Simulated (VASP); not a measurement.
# Cu (P6_3/mmc) in VASP: notebook, part 2 of 2

VASP 6.6.1. Earlier steps stand in the parts before.

**3. Single point, r2SCAN (strain +0.000 along x and y, -0.040 along z)**

POSCAR

```
Cu
1.0
    2.5340966698      0.0000000000      0.0000000000
   -1.2670483349      2.1945920917      0.0000000000
    0.0000000000      0.0000000000      3.9480681600
Cu
2
Direct
    0.3333333333      0.6666666667      0.2500000000
    0.6666666667      0.3333333333      0.7500000000
```

INCAR.step1

```
ALGO = Normal
EDIFF = 1E-4
ENCUT = 520
GGA = PE
ISMEAR = 0
LASPH = True
LCHARG = False
LREAL = False
LWAVE = True
NBANDS = 18
NELM = 100
PREC = Accurate
SIGMA = 0.15
```

INCAR.step2

```
ALGO = Normal
EDIFF = 1E-6
ENCUT = 520
ISIF = 2
ISMEAR = 0
ISTART = 1
LASPH = True
LCHARG = False
LMIXTAU = True
LREAL = False
LWAVE = False
METAGGA = R2SCAN
NBANDS = 18
NELM = 100
PREC = Accurate
SIGMA = 0.15
```

KPOINTS

```
k-points
0
Gamma
  24 24 12
```

Potentials or basis: VASP PAW PBE potentials, release 64 (Cu).

Run with:

```sh
cat potpaw_PBE.64/Cu/POTCAR > POTCAR
cp INCAR.step1 INCAR
mpirun -np 1 vasp_std > vasp.out
cp INCAR.step2 INCAR
mpirun -np 1 vasp_std > vasp.out
```

Run time: 19 min. Hardware: 1 thread of AMD EPYC 7R13, shared host; peak memory 0.22 GiB.

Results (log left out):

```
Free energy            : -21.5867 eV
Pressure               : 8.8 GPa
Band gap on the k mesh : zero (band 11 reaches 12.48 eV, above the bottom of band 12 at 6.17 eV)
```

Stress tensor (GPa, compression positive):
```
 5.14  0.00  0.00
 0.00  5.14  0.00
 0.00  0.00 16.23
```

Levels at points of the mesh, in eV from the Fermi level:
| k point | band 7 | band 8 | band 9 | band 10 | band 11 | band 12 | band 13 | band 14 | band 15 | band 16 |
| --- | --- | --- | --- | --- | --- | --- | --- | --- | --- | --- |
| (0.00, 0.00, 0.00) | -3.06 | -2.92 | -2.92 | -1.93 | -1.93 | -0.77 | 5.07 | 22.07 | 22.83 | 22.83 |
| (0.50, 0.00, 0.00) | -2.94 | -1.91 | -1.77 | -1.71 | -0.15 | 1.60 | 8.72 | 9.46 | 11.75 | 12.65 |
| (0.00, 0.00, 0.50) | -3.44 | -3.44 | -2.17 | -2.17 | -2.17 | -2.17 | 14.95 | 14.95 | 22.89 | 22.89 |
| (0.50, 0.00, 0.50) | -2.15 | -2.15 | -1.82 | -1.82 | 0.38 | 0.38 | 5.38 | 5.38 | 17.13 | 17.13 |

Caveat: the cell differs from its parent crystal (strain +0.000 along x and y, -0.040 along z); the PAW data sets were made with another functional, which shifts forces and pressure a little.

**4. Single point, r2SCAN (strain -0.040 along x and y, +0.080 along z)**

POSCAR

```
Cu
1.0
    2.4327328030      0.0000000000      0.0000000000
   -1.2163664015      2.1068084080      0.0000000000
    0.0000000000      0.0000000000      4.4415766800
Cu
2
Direct
    0.3333333333      0.6666666667      0.2500000000
    0.6666666667      0.3333333333      0.7500000000
```

INCAR.step1

```
SYSTEM = Cu
ALGO = Normal
EDIFF = 1E-4
ENCUT = 520
GGA = PE
ISMEAR = 0
LASPH = .True.
LCHARG = .False.
LREAL = .False.
LWAVE = .True.
NBANDS = 18
NELM = 100
PREC = Accurate
SIGMA = 0.15
```

INCAR.step2

```
SYSTEM = Cu
ALGO = Normal
EDIFF = 1E-7
ENCUT = 520
ISIF = 2
ISMEAR = 0
ISTART = 1
LASPH = .True.
LCHARG = .False.
LMIXTAU = .True.
LREAL = .False.
LWAVE = .False.
METAGGA = R2SCAN
NBANDS = 18
NELM = 100
PREC = Accurate
SIGMA = 0.15
```

KPOINTS

```
k-points
0
Gamma
  24 24 12
  0 0 0
```

Run with:

```sh
cat potpaw_PBE.64/Cu/POTCAR > POTCAR
cp INCAR.step1 INCAR
mpirun -np 1 vasp_std > vasp.out
cp INCAR.step2 INCAR
mpirun -np 1 vasp_std > vasp.out
```

It took 17 min on 1 thread of AMD EPYC 7R13, shared host; peak memory 0.23 GiB.

Results (log left out):

* Free energy: -21.5256 eV
* Pressure: 4.1 GPa
* Band gap on the k mesh: zero (band 11 reaches 12.83 eV, above the bottom of band 12 at 5.78 eV)

Stress tensor (GPa, compression positive):
```
 11.35   0.00   0.00
  0.00  11.35   0.00
  0.00   0.00 -10.34
```

Levels at points of the mesh, in eV from the Fermi level:
```
           k point  band 8  band 9  band 10  band 11  band 12  band 13  band 14  band 15
(0.00, 0.00, 0.00)   -2.45   -2.45    -2.17    -1.94    -1.94     2.59    21.02    24.03
(0.50, 0.00, 0.00)   -1.94   -1.65    -1.60     0.16     2.04     7.84     7.99    10.70
(0.00, 0.00, 0.50)   -3.28   -2.14    -2.14    -2.14    -2.14    10.39    10.39    24.71
(0.50, 0.00, 0.50)   -2.11   -1.62    -1.62     0.58     0.58     5.62     5.62    16.57
```

Caveat: the cell differs from its parent crystal (strain -0.040 along x and y, +0.080 along z); the PAW data sets were made with another functional, which shifts forces and pressure a little.

**5. Single point, r2SCAN (strain +0.040 along x and y, -0.080 along z)**

POSCAR

```
Cu
1.0
    2.6354605366      0.0000000000      0.0000000000
   -1.3177302683      2.2823757754      0.0000000000
    0.0000000000      0.0000000000      3.7835653200
Cu
2
Direct
    0.3333333333      0.6666666667      0.2500000000
    0.6666666667      0.3333333333      0.7500000000
```

INCAR.step1

```
SYSTEM = Cu
PREC = Accurate
ENCUT = 520
ISMEAR = 0
SIGMA = 0.15
LREAL = .False.
LASPH = .True.
NELM = 100
NBANDS = 18
GGA = PE
ALGO = Normal
EDIFF = 1E-4
LWAVE = .True.
LCHARG = .False.
```

INCAR.step2

```
SYSTEM = Cu
PREC = Accurate
ENCUT = 520
EDIFF = 1E-6
ISMEAR = 0
SIGMA = 0.15
LREAL = .False.
LASPH = .True.
NELM = 100
ALGO = Normal
ISIF = 2
LWAVE = .False.
LCHARG = .False.
METAGGA = R2SCAN
LMIXTAU = .True.
NBANDS = 18
ISTART = 1
```

KPOINTS

```
regular mesh
0
Gamma
  24 24 12
  0 0 0
```

Potentials or basis: VASP PAW PBE potentials, release 64 (Cu).

Run with:

```sh
cat potpaw_PBE.64/Cu/POTCAR > POTCAR
cp INCAR.step1 INCAR
mpirun -np 1 vasp_std > vasp.out
cp INCAR.step2 INCAR
mpirun -np 1 vasp_std > vasp.out
```

OUTCAR:

```text
SYSTEM = Cu
   PREC = Accurate
   ENCUT = 520
   EDIFF = 1E-6
   ISMEAR = 0
   LREAL = .False.
   LASPH = .True.
   NELM = 100
   ISIF = 2
   METAGGA = R2SCAN
   ISTART = 1

 ion  position               nearest neighbor table
   1  0.333  0.667  0.250-   2 2.43   2 2.43   2 2.43   2 2.43   2 2.43   2 2.43
   2  0.667  0.333  0.750-   1 2.43   1 2.43   1 2.43   1 2.43   1 2.43   1 2.43

  LATTYP: Found a hexagonal cell.
 ALAT       =     2.6354605366
 C/A-ratio  =     1.4356372510

  Lattice vectors:

 A1 = (   2.6354605366,   0.0000000000,   0.0000000000)
[... 676 lines left out ...]
      5       4.1975      2.00000
      6       4.9191      2.00000
[... 10 lines left out ...]
     17      21.1394      0.00000
     18      26.8811      0.00000

 [... further k-points ...]
[... 5 lines left out ...]
  --------------------------------------------------------------------------------------
  -------------------------------------------------------------------------------------
  Total       -0.3392417     -0.3392417      2.6312346      0.0000000      0.0000000      0.0000000
  in kB      -23.8822340    -23.8822340    185.2359402      0.0000000      0.0000000      0.0000000
  external PRESSURE =      45.8238241 kB  Pullay stress =       0.0000000 kB

 VOLUME and BASIS-vectors are now :
 -----------------------------------------------------------------------------
  energy-cutoff  :      520.00
  volume of cell :       22.76
      direct lattice vectors                 reciprocal lattice vectors
     2.635460537  0.000000000  0.000000000     0.379440324  0.219069973  0.000000000
    -1.317730268  2.282375775  0.000000000     0.000000000  0.438139946  0.000000000
     0.000000000  0.000000000  3.783565320     0.000000000  0.000000000  0.264300974

 POSITION                                       TOTAL-FORCE (eV/Angst)
 -----------------------------------------------------------------------------------
     -0.00000      1.52158      0.94589         0.000000     -0.000000      0.000000
      1.31773      0.76079      2.83767        -0.000000      0.000000      0.000000
 -----------------------------------------------------------------------------------
    total drift:                               -0.000000      0.000000     -0.000000

  FREE ENERGIE OF THE ION-ELECTRON SYSTEM (eV)
  ---------------------------------------------------
  free  energy   TOTEN  =       -21.4908366642 eV

  energy  without entropy=      -21.4836924912  energy(sigma->0) =      -21.48726458
```

OSZICAR.step1:

```text
N       E                     dE             d eps       ncg     rms          rms(c)
DAV:   1     0.121220804045E+03    0.12122E+03   -0.10549E+04 16764   0.221E+03
DAV:   2    -0.306487602113E+01   -0.12429E+03   -0.11822E+03 15402   0.287E+02
DAV:   3    -0.898686459764E+01   -0.59220E+01   -0.57316E+01 17018   0.852E+01
DAV:   4    -0.904883825933E+01   -0.61974E-01   -0.61934E-01 18302   0.937E+00
DAV:   5    -0.904967935094E+01   -0.84109E-03   -0.84106E-03 18928   0.949E-01    0.108E+01
DAV:   6    -0.792231696278E+01    0.11274E+01   -0.10335E+01 16448   0.944E+01    0.511E+00
DAV:   7    -0.728541890853E+01    0.63690E+00   -0.20176E+00 16764   0.382E+01    0.818E-01
DAV:   8    -0.726311236758E+01    0.22307E-01   -0.16050E-02 18558   0.158E+00    0.463E-01
DAV:   9    -0.725934431788E+01    0.37680E-02   -0.62183E-03 17794   0.227E+00    0.368E-02
DAV:  10    -0.725936656655E+01   -0.22249E-04   -0.20242E-04 14748   0.223E-01
   1 F= -.72593666E+01 E0= -.72556192E+01  d E =-.749482E-02
```

Run time: 12 min. Hardware: 1 thread of AMD EPYC 7R13, shared host; peak memory 0.22 GiB.

Results:

```yaml
Free_energy: -21.4908 eV
Pressure: 4.6 GPa
Band_gap_on_the_k_mesh: zero (band 11 reaches 11.54 eV, above the bottom of band 12 at 5.83 eV)
```

Stress tensor (GPa, compression positive):
```
-2.39  0.00  0.00
 0.00 -2.39  0.00
 0.00  0.00 18.52
```

Caveat: the cell differs from its parent crystal (strain +0.040 along x and y, -0.080 along z); the PAW data sets were made with another functional, which shifts forces and pressure a little.

**6. Summary**

| cell | gap on the mesh (eV) | pressure (GPa) |
| --- | --- | --- |
| a = 2.433, b = 2.433, c = 4.277 Å, angles 90.0, 90.0, 120.0°, 2 atoms | none | 9.7 |
| a = 2.534, b = 2.534, c = 3.948 Å, angles 90.0, 90.0, 120.0°, 2 atoms | none | 8.8 |
| a = 2.433, b = 2.433, c = 4.442 Å, angles 90.0, 90.0, 120.0°, 2 atoms | none | 4.1 |
| a = 2.635, b = 2.635, c = 3.784 Å, angles 90.0, 90.0, 120.0°, 2 atoms | none | 4.6 |

Alike in all rows: task single point; level r2SCAN; potentials or basis VASP PAW PBE potentials, release 64 (Cu); no spin polarisation; k mesh 24 × 24 × 12; cutoff (eV) 520; smearing gaussian 0.15 eV.

Caveats: the PAW data sets were made with another functional, which shifts forces and pressure a little.

Total energies depend on the potentials used, so only differences within one code and one set of settings carry meaning.
